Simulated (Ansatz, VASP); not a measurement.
One calculation of Cu, two programs

The input INCAR:

```
SYSTEM = Cu
ALGO = Normal ; EDIFF = 1E-6
ENCUT = 520 ; GGA = PS
ISIF = 2 ; ISMEAR = 0
LASPH = .True. ; LCHARG = .False.
LREAL = .False. ; LWAVE = .False.
NBANDS = 12 ; NELM = 60
PREC = Accurate ; SIGMA = 0.15
```

File KPOINTS:

```
k-points
0
Gamma
  22 22 22
  0 0 0
```

POSCAR

```
Cu
1.0
    0.0000000000      1.8346125000      1.7532750000
    1.8346125000      0.0000000000      1.7532750000
    1.8346125000      1.8346125000      0.0000000000
Cu
1
Direct
    0.0000000000      0.0000000000      0.0000000000
```

Input for Ansatz:

```yaml
crystal:
  lattice:
    - [0.0, 1.8346125, 1.753275]
    - [1.8346125, 0.0, 1.753275]
    - [1.8346125, 1.8346125, 0.0]
  atoms:
    - { symbol: Cu, position: [0.0, 0.0, 0.0] }
basis:
  ecutwfc: 420
kpoints:
  mp_grid: { grid: [22, 22, 22] }
hamiltonian:
  xc: pbesol
scf:
  occupations: { method: gaussian, width: 0.15 }
output:
  forces: true
  stress: true
  eigenvalues: true
```

Change from the starting cell: strain +0.015 along x and y, -0.030 along z, atoms carried along.

Alike in both runs: task single point; functional PBEsol; k mesh 22 × 22 × 22; occupations gaussian, width 0.15 eV; no spin polarisation.

|  | VASP | Ansatz |
| --- | --- | --- |
| version | VASP 6.6.1 | Ansatz 0.2.0 |
| potentials or method | VASP PAW PBE potentials, release 64 (Cu), cutoff 520 eV | scalar-relativistic, plane waves, PAW |
| valence electrons in the cell | 11 | 19 |

VASP gave:

* gap on the k mesh at the Fermi level (eV): none
* pressure (GPa): -5.6
* traceless stress, the component that is largest in VASP (GPa): 1.50

Task: Which values does Ansatz return?

Result: gap on the k mesh at the Fermi level (eV): none; pressure (GPa): -6.3; traceless stress, the component that is largest in VASP (GPa): 1.50.

VASP's potentials were made for PBE, not for PBEsol. A gap of «none» marks a metal or a gap that the smearing closes. VASP's potentials hold 11 valence electrons a cell and Ansatz's 19, so a difference there can come from the potentials and not from the codes.
